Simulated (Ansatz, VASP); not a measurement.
**Two plane-wave programs on BN**

File INCAR:

```
  PREC = Accurate
  ENCUT = 520
  EDIFF = 1E-6
  ISMEAR = 0
  SIGMA = 0.05
  LREAL = False
  LASPH = True
  NELM = 60
  ALGO = Normal
  ISIF = 2
  LWAVE = False
  LCHARG = False
  GGA = PE
  NBANDS = 16
```

Contents of KPOINTS:

```
Automatic mesh
0
Gamma
  12 12 6
```

File POSCAR:

```
BN
1.0
    2.5539396017      0.0000000000      0.0000000000
   -1.2769698009      2.2117765748      0.0000000000
    0.0000000000      0.0000000000      4.2268550000
B N
2 2
Direct
    0.6666666667      0.3333333333      0.9997240000
    0.3333333333      0.6666666667      0.4997240000
    0.6229947227      0.3013632515      0.6016177482
    0.3333333333      0.6666666667      0.1252760000
```

Input for Ansatz:

```yaml
crystal:
  lattice:
    - [2.5539396017, 0.0, 0.0]
    - [-1.2769698009, 2.2117765748, 0.0]
    - [0.0, 0.0, 4.226855]
  atoms:
    - { symbol: B, position: [0.6666666667, 0.3333333333, 0.999724] }
    - { symbol: B, position: [0.3333333333, 0.6666666667, 0.499724] }
    - { symbol: "N", position: [0.6229947227, 0.3013632515, 0.6016177482] }
    - { symbol: "N", position: [0.3333333333, 0.6666666667, 0.125276] }
basis:
  ecutwfc: 420
kpoints:
  mp_grid: { grid: [12, 12, 6] }
hamiltonian:
  xc: pbe
scf:
  occupations: { method: gaussian, width: 0.05 }
output:
  forces: true
  stress: true
  eigenvalues: true
```

Alike in both runs: task single point; functional PBE; k mesh 12 × 12 × 6; occupations gaussian, width 0.05 eV; no spin polarisation.

|  | VASP | Ansatz |
| --- | --- | --- |
| version | VASP 6.6.1 | Ansatz 0.2.0 |
| potentials or method | VASP PAW PBE potentials, release 64 (B, N), cutoff 520 eV | scalar-relativistic, plane waves, PAW |
| valence electrons in the cell | 16 | 16 |

Ansatz gave:

| Quantity | Value |
| --- | --- |
| gap on the k mesh at the Fermi level (eV) | 5.32 |
| least direct gap on the mesh (eV) | 7.56 |
| pressure (GPa) | 3.8 |
| traceless stress, the component that is largest in VASP (GPa) | 3.66 |
| rms of the force components (eV/Å) | 1.563 |

Q: Which values does VASP return?

A: gap on the k mesh at the Fermi level (eV): 5.30; least direct gap on the mesh (eV): 7.55; pressure (GPa): 4.0; traceless stress, the component that is largest in VASP (GPa): 3.79; rms of the force components (eV/Å): 1.569.

Atom by atom the forces differ by 0.007 eV/Å (rms over components). With one functional, cell and mesh, what is left measures potentials, basis and numerics.
